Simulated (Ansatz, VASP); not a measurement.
**Mo: VASP beside Ansatz**

```
CELL_PARAMETERS angstrom
4.54062 0.00000 0.00000
-2.27031 3.93229 0.00000
0.00000 0.00000 2.49272
ATOMIC_POSITIONS crystal
Mo 0.00000 0.00000 0.00000
Mo 0.33333 0.66667 0.50000
Mo 0.66667 0.33333 0.50000
```

Alike in both runs: task single point; functional PBE; k mesh 10 × 10 × 16; occupations fermi-dirac, width 0.1 eV; no spin polarisation.

|  | VASP | Ansatz |
| --- | --- | --- |
| version | VASP 6.6.1 | Ansatz 0.2.0 |
| potentials or method | VASP PAW PBE potentials, release 64 (Mo_sv), cutoff 520 eV | plane waves (420 eV) with PAW, scalar-relativistic |
| valence electrons in the cell | 42 | 42 |

Ansatz gave:

| Item | Value |
| --- | --- |
| pressure (GPa) | 23.6 |
| traceless stress, the component that is largest in VASP (GPa) | 1.97 |

Question: Which values does VASP return?

Answer: Pressure (GPa): 24.4; traceless stress, the component that is largest in VASP (GPa): 2.22.
